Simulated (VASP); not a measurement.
# Bi (R-3m) in VASP: a series of runs, part 3 of 3

VASP 6.6.1.

### 5 Single point, PBEsol (strain +0.000 along x and y, -0.015 along z)

The input, INCAR:

```
PREC = Accurate
ENCUT = 520
EDIFF = 1E-7
ISMEAR = 0
SIGMA = 0.15
LREAL = F
LASPH = T
NELM = 100
ALGO = Fast
ISIF = 2
LWAVE = F
LCHARG = T
GGA = PS
LELF = T
LVHAR = T
NBANDS = 22
```

The input, KPOINTS:

```
Automatic mesh
0
Gamma
  12 12 12
```

The input, POSCAR:

```
Bi
1.0
    2.2729996784      1.3123169762      3.8946900000
   -2.2729996784      1.3123169762      3.8946900000
    0.0000000000     -2.6246339523      3.8946900000
Bi
2
Direct
    0.2338900000      0.2338900000      0.2338900000
    0.7661100000      0.7661100000      0.7661100000
```

Potentials or basis: VASP PAW PBE potentials, release 64 (Bi_d).

Started as:

```console
$ cat potpaw_PBE.64/Bi_d/POTCAR > POTCAR
$ mpirun -np 1 vasp_std > vasp.out
```

OUTCAR:

```text
PREC = Accurate
   ENCUT = 520
   EDIFF = 1E-7
   ISMEAR = 0
   LREAL = F
   LASPH = T
   NELM = 100
   ISIF = 2
   GGA = PS

 ion  position               nearest neighbor table
   1  0.234  0.234  0.234-   2 3.06   2 3.06   2 3.06   2 3.51   2 3.51   2 3.51
   2  0.766  0.766  0.766-   1 3.06   1 3.06   1 3.06   1 3.51   1 3.51   1 3.51

  LATTYP: Found a trigonal (rhomboedric) cell.
 ALAT       =     4.6965214340
 COS(alpha) =     0.5315361031

  Lattice vectors:

 A1 = (   2.2729996784,   1.3123169762,   3.8946900000)
 A2 = (  -2.2729996784,   1.3123169762,   3.8946900000)
 A3 = (   0.0000000000,  -2.6246339523,   3.8946900000)

Analysis of symmetry for initial positions (statically):
=====================================================================
 Subroutine PRICEL returns:
 Original cell was already a primitive cell.

 Routine SETGRP: Setting up the symmetry group for a
 trigonal (rhombohedral) supercell.

 Subroutine GETGRP returns: Found 12 space group operations
 (whereof 12 operations were pure point group operations)
 out of a pool of 12 trial point group operations.

The static configuration has the point symmetry D_3d.

Analysis of symmetry for dynamics (positions and initial velocities):
=====================================================================
 Subroutine PRICEL returns:
 Original cell was already a primitive cell.

 Routine SETGRP: Setting up the symmetry group for a
 trigonal (rhombohedral) supercell.

 Subroutine GETGRP returns: Found 12 space group operations
 (whereof 12 operations were pure point group operations)
 out of a pool of 12 trial point group operations.

The dynamic configuration has the point symmetry D_3d.

 Subroutine INISYM returns: Found 12 space group operations
 (whereof 12 operations are pure point group operations),
 and found     1 'primitive' translations

----------------------------------------------------------------------------------------

                                     Primitive cell

  volume of cell :      69.7047

  direct lattice vectors                    reciprocal lattice vectors
     2.272999678  1.312316976  3.894690000     0.219973634  0.127001837  0.085586615
    -2.272999678  1.312316976  3.894690000    -0.219973634  0.127001837  0.085586615
     0.000000000 -2.624633952  3.894690000     0.000000000 -0.254003674  0.085586615

  length of vectors
     4.696521434  4.696521434  4.696521434     0.268035324  0.268035324  0.268035324

  position of ions in fractional coordinates (direct lattice)
     0.233890000  0.233890000  0.233890000
     0.766110000  0.766110000  0.766110000

  ion indices of the primitive-cell ions
   primitive index   ion index
                 1           1
                 2           2

----------------------------------------------------------------------------------------

 KPOINTS: Automatic mesh

Automatic generation of k-mesh.
 Grid dimensions read from file:
 generate k-points for:   12   12   12

 Generating k-lattice:

  Cartesian coordinates                     Fractional coordinates (reciprocal lattice)
     0.018331136  0.010583486  0.007132218     0.083333333  0.000000000  0.000000000
    -0.018331136  0.010583486  0.007132218     0.000000000  0.083333333  0.000000000
     0.000000000 -0.021166973  0.007132218     0.000000000  0.000000000  0.083333333

  Length of vectors
     0.022336277  0.022336277  0.022336277

  Shift w.r.t. Gamma in fractional coordinates (k-lattice)
     0.000000000  0.000000000  0.000000000

 Subroutine IBZKPT returns following result:
 ===========================================

 Found    189 irreducible k-points:

 Following reciprocal coordinates:
            Coordinates               Weight
  0.000000  0.000000  0.000000      1.000000
  0.083333  0.000000  0.000000      6.000000
  0.166667  0.000000 -0.000000      6.000000
  0.250000  0.000000  0.000000      6.000000
  0.333333 -0.000000  0.000000      6.000000
  0.416667  0.000000  0.000000      6.000000
[... 16 lines left out ...]
  0.500000  0.166667 -0.000000     12.000000
 -0.416667  0.166667 -0.000000     12.000000
 [... further k-points ...]
   k-points           NKPTS =    189   k-points in BZ     NKDIM =    189   number of bands    NBANDS=     22
   number of dos      NEDOS =    301   number of ions     NIONS =      2
   total plane-waves  NPLWV =  46656
   dimension x,y,z NGX =    36 NGY =   36 NGZ =   36
   dimension x,y,z NGXF=    72 NGYF=   72 NGZF=   72
   ions per type =               2
   NGX,Y,Z   is equivalent  to a cutoff of  12.74, 12.74, 12.74 a.u.
   NGXF,Y,Z  is equivalent  to a cutoff of  25.49, 25.49, 25.49 a.u.
 SYSTEM =  unknown system
   PREC   = accura    normal or accurate (medium, high low for compatibility)
   ISTART =      0    job   : 0-new  1-cont  2-samecut
   ICHARG =      2    charge: 1-file 2-atom 10-const
   ISPIN  =      1    spin polarized calculation?
   LNONCOLLINEAR =      F non collinear calculations
   LSORBIT =      F    spin-orbit coupling
   LASPH  =      T    aspherical Exc in radial PAW
   ENCUT  =  520.0 eV  38.22 Ry    6.18 a.u.   8.73  8.73  8.73*2*pi/ulx,y,z
   NELM   =    100;   NELMIN=  2; NELMDL= -5     # of ELM steps
   EDIFF  = 0.1E-06   stopping-criterion for ELM
   LREAL  =      F    real-space projection
   EDIFFG = 0.1E-05   stopping-criterion for IOM
   NSW    =      0    number of steps for IOM
   IBRION =     -1    ionic relax: 0-MD 1-quasi-New 2-CG
   NFREE  =      0    steps in history (QN), initial steepest desc. (CG)
   ISIF   =      2    stress and relaxation
   ISYM   =      2    0-nonsym 1-usesym 2-fastsym
   POTIM  = 0.5000    time-step for ionic-motion
   TEBEG  =    0.0;   TEEND  =   0.0 temperature during run
   PSTRESS=    0.0 pullay stress
   NELECT =      30.0000    total number of electrons
   NUPDOWN=      -1.0000    fix difference up-down
   EMIN   =  10.00;   EMAX   =-10.00  energy-range for DOS
   EFERMI =   0.00;   METHOD = LEGACY
   ISMEAR =     0;   SIGMA  =   0.15  broadening in eV -4-tet -1-fermi 0-gaus
   EFERMI_NEDOS =   21; number of points for ismear=-14 and -15
   IALGO  =     68    algorithm
   IMIX   =      4    mixing-type and parameters
     AMIX     =   0.40;   BMIX     =  1.00
     AMIX_MAG =   1.60;   BMIX_MAG =  1.00
  volume/ion in A,a.u.               =      34.85       235.20
  Fermi-wavevector in a.u.,A,eV,Ry     =   1.236027  2.335752 20.786462  1.527762
  Thomas-Fermi vector in A             =   2.370652
   LORBIT       =      0    0 simple, 1 ext, 2 COOP (PROOUT), +10 PAW based schemes
   GGA     = PS    functional components
   LHFCALC =     F    Hartree Fock is set to
   AEXX    =    0.0000 exact exchange contribution
   IVDW    =     0    specifies the selected vdW correction
   LEPSILON=     F    determine dielectric tensor
   LRPA    =     F    only Hartree local field effects (RPA)
 non-spin polarized calculation
 RMM-DIIS sequential band-by-band and
 Gauss-broadening in eV      SIGMA  =   0.15
  energy-cutoff  :      520.00
  volume of cell :       69.70
 maximum number of plane-waves:      1907
   NGX = 17   NGY = 17   NGZ = 17

 number of electron      29.9999999 magnetization

 Free energy of the ion-electron system (eV)
  ---------------------------------------------------
  ext. energy  EPLUGINS =         0.00000000
  ---------------------------------------------------
  free energy    TOTEN  =        -8.59928391 eV

  energy without entropy =       -8.59694699  energy(sigma->0) =       -8.59811545

 E-fermi :   6.2704     XC(G=0):  -9.7436

 val. band max:        6.1941579838   @ k =  -0.4167   0.5000   0.4167
 cond. band min:       6.2761148009   @ k =   0.4167   0.0833   0.0833
 fundamental gap:      0.0819568171
 Fermi energy:         6.2704352299

 k-point     1 :       0.0000    0.0000    0.0000
  band No.  band energies     occupation
      1     -16.5960      2.00000
      2     -16.5960      2.00000
      3     -16.4402      2.00000
      4     -16.4402      2.00000
      5     -16.4198      2.00000
      6     -16.2479      2.00000
[... 14 lines left out ...]
     21      11.9835      0.00000
     22      12.3353      0.00000

 k-point     2 :       0.0833    0.0000    0.0000
  band No.  band energies     occupation
      1     -16.5908      2.00000
      2     -16.5894      2.00000
      3     -16.4378      2.00000
      4     -16.4361      2.00000
      5     -16.4163      2.00000
      6     -16.2513      2.00000
[... 14 lines left out ...]
     21      12.0395      0.00000
     22      12.9382      0.00000
[... 523 lines left out ...]
     21      15.2811      0.00000
     22      15.6871      0.00000

 k-point    24 :      -0.4167    0.1667   -0.0000
  band No.  band energies     occupation
      1     -16.5202      2.00000
      2     -16.4114      2.00000
      3     -16.3956      2.00000
      4     -16.3827      2.00000
      5     -16.3459      2.00000
      6     -16.3335      2.00000
[... 14 lines left out ...]
     21      14.2116      0.00000
     22      16.4735      0.00000

 [... further k-points ...]
[... 5 lines left out ...]
  --------------------------------------------------------------------------------------
  -------------------------------------------------------------------------------------
  Total       -0.0826248     -0.0826248      0.1141068      0.0000000      0.0000000      0.0000000
  in kB       -1.8991478     -1.8991478      2.6227672      0.0000000      0.0000000      0.0000000
  external PRESSURE =      -0.3918428 kB  Pullay stress =       0.0000000 kB

 VOLUME and BASIS-vectors are now :
 -----------------------------------------------------------------------------
  energy-cutoff  :      520.00
  volume of cell :       69.70
      direct lattice vectors                 reciprocal lattice vectors
     2.272999678  1.312316976  3.894690000     0.219973634  0.127001837  0.085586615
    -2.272999678  1.312316976  3.894690000    -0.219973634  0.127001837  0.085586615
     0.000000000 -2.624633952  3.894690000     0.000000000 -0.254003674  0.085586615

 POSITION                                       TOTAL-FORCE (eV/Angst)
 -----------------------------------------------------------------------------------
      0.00000      0.00000      2.73279         0.000000      0.000000      0.220170
      0.00000      0.00000      8.95128         0.000000     -0.000000     -0.220170
 -----------------------------------------------------------------------------------
    total drift:                                0.000000     -0.000000      0.000000

  FREE ENERGIE OF THE ION-ELECTRON SYSTEM (eV)
  ---------------------------------------------------
  free  energy   TOTEN  =        -8.5992839064 eV

  energy  without entropy=       -8.5969469880  energy(sigma->0) =       -8.59811545
```

stdout:

```text
POSCAR found type information on POSCAR Bi
 POSCAR found :  1 types and       2 ions
 scaLAPACK will be used
 -----------------------------------------------------------------------------
|                                                                             |
|                                                                             |
|     You enforced a specific xc type in the INCAR file but a different       |
|     I HOPE YOU KNOW WHAT YOU ARE DOING!                                     |
|                                                                             |
 -----------------------------------------------------------------------------

 LDA part: xc-table for (Slater+PW92), standard interpolation
 POSCAR, INCAR and KPOINTS ok, starting setup
 FFT: planning ... GRIDC
 FFT: planning ... GRID_SOFT
 FFT: planning ... GRID
 WAVECAR not read
 entering main loop
WARNING in EDDRMM: call to ZHEGV failed, returncode =   6  3     21
WARNING in EDDRMM: call to ZHEGV failed, returncode =   8  4     22
WARNING in EDDRMM: call to ZHEGV failed, returncode =   6  3     19
WARNING in EDDRMM: call to ZHEGV failed, returncode =   8  4     22
WARNING in EDDRMM: call to ZHEGV failed, returncode =   8  4     20
WARNING in EDDRMM: call to ZHEGV failed, returncode =   8  4     21
```

Wall time 5.8 min (1 thread of Intel Xeon Platinum 8259CL at 2.50GHz (Skylake/Cascade Lake), shared host); peak memory 0.36 GiB.

Results:

| Property | Result |
| --- | --- |
| Free energy | -8.5993 eV |
| Pressure | 0.0 GPa |
| Largest force | 0.220 eV/Å |
| Band gap on the k mesh | zero (band 15 reaches 6.19 eV, above the bottom of band 16 at 6.02 eV) |

Forces on the atoms (eV/Å):
```
Bi   0.000  0.000  0.220
Bi   0.000  0.000 -0.220
```

Stress tensor (GPa, compression positive):
```
-0.19  0.00  0.00
 0.00 -0.19  0.00
 0.00  0.00  0.26
```

Caveat: the cell differs from its parent crystal (strain +0.000 along x and y, -0.015 along z); the PAW data sets were made with another functional, which shifts forces and pressure a little; spin-orbit coupling is left out, which moves the levels of the heavy elements.

### 6 Summary

```tsv
cell	further INCAR settings	gap on the mesh (eV)	pressure (GPa)	largest force (eV/Å)
a = 4.803 Å, angles 54.7°, 2 atoms	ALGO = Fast; EDIFF = 1e-07; NBANDS = 22	none	1.2	0.20
a = 4.647 Å, angles 58.6°, 2 atoms	ALGO = Fast; EDIFF = 1e-06; NBANDS = 22	none	0.7	0.31
a = 4.724 Å, angles 56.6°, 2 atoms	ALGO = Fast; EDIFF = 1e-06; NBANDS = 22	none	0.9	0.25
a = 4.697 Å, angles 57.9°, 2 atoms	ALGO = Fast; EDIFF = 1e-07; NBANDS = 22	none	0.0	0.22
```

Alike in all rows: task single point; level PBEsol; potentials or basis VASP PAW PBE potentials, release 64 (Bi_d); no spin polarisation; k mesh 12 × 12 × 12; cutoff (eV) 520; smearing gaussian 0.15 eV.

Caveats: the PAW data sets were made with another functional, which shifts forces and pressure a little; spin-orbit coupling is left out, which moves the levels of the heavy elements.

Absolute energies hang on the potentials; compare differences alone.
